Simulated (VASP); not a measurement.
The system is MoS2.

```
CELL_PARAMETERS angstrom
2.23867 -2.30290 0.00000
2.23867 2.30290 0.00000
0.00000 0.00000 6.20697
ATOMIC_POSITIONS crystal
Mo 0.00000 0.00000 0.00000
S 0.00000 0.00000 0.71324
S 0.00000 0.00000 0.28676
```

The cell was built from a structure type or drawn by symmetry, and may not be a known phase.

```yaml
Program: VASP 6.6.1
Task: relaxation of cell and atoms
Functional: PBE
Potentials_or_basis: VASP PAW PBE potentials, release 64 (Mo_sv, S)
Cutoff: 600 eV
k_mesh: 6 × 6 × 4
Occupations: gaussian, width 0.1 eV
Spin: collinear spin
Starting_moments: "[1.0, 0.0, 0.0] μB"
```

At the start: pressure 53.1 GPa; volume 21.33 Å³/atom.

Problem. Where does the relaxation end?

Solution. Over 58 steps the energy falls by 2542.6 meV/atom and the volume is 19.01 Å³/atom (-10.9 %); space group Cmmm (No. 65, to 0.1 Å) before and after; moment 0.00 μB per cell.

The path:
```csv
step,energy change (eV),largest force (eV/Å),pressure (GPa),volume (Å³)
1,0.0000,18.1987,53.15,64.00
3,-2.6338,0.0871,-10.23,121.55
5,-2.8207,2.4117,-11.41,110.15
7,-4.7170,0.8390,-14.60,75.46
9,-5.9242,0.3833,-3.82,66.86
11,-5.9257,0.5105,-3.20,66.64
13,-5.9887,0.2704,0.34,62.53
15,-6.0135,0.2914,-1.14,60.72
17,-6.0193,0.3419,-1.70,59.60
19,-6.0476,0.6266,-1.38,55.08
21,-6.1666,0.5393,5.52,50.43
23,-6.3375,0.1715,17.78,46.04
25,-6.3481,0.2743,19.23,45.65
27,-6.3624,0.3665,21.18,45.13
29,-6.4278,0.2407,20.37,45.21
31,-6.6571,0.1028,17.27,45.52
33,-7.1427,0.8979,10.01,46.58
35,-7.2276,1.0602,8.52,47.08
37,-7.3566,0.9911,1.78,49.51
39,-7.3878,0.9928,-2.88,51.76
41,-7.5039,0.4476,-0.30,51.84
43,-7.5437,0.1208,2.42,51.89
45,-7.6051,0.2658,0.21,53.64
47,-7.6184,0.0747,-0.36,54.95
49,-7.6220,0.0227,0.00,55.31
51,-7.6257,0.0686,-0.11,56.35
53,-7.6272,0.0005,-0.21,56.89
55,-7.6277,0.0225,0.14,56.92
57,-7.6278,0.0329,-0.12,57.15
58,-7.6279,0.0045,0.04,57.04
```

Final structure:
```xyz
3
Lattice="1.7214 -1.8885 0.0000 1.7214 1.8885 0.0000 0.0000 0.0000 8.7732" Properties=species:S:1:pos:R:3 pbc="T T T"
Mo    0.0000    0.0000    0.0000
S     0.0000    0.0000    6.3296
S     0.0000    0.0000    2.4436
```

Caveat: a cell axis changed by over 15 % at a fixed basis, so the end point is rough; this functional lacks dispersion, which binds the layers, so the pressure and a relaxed spacing across them are unreliable.
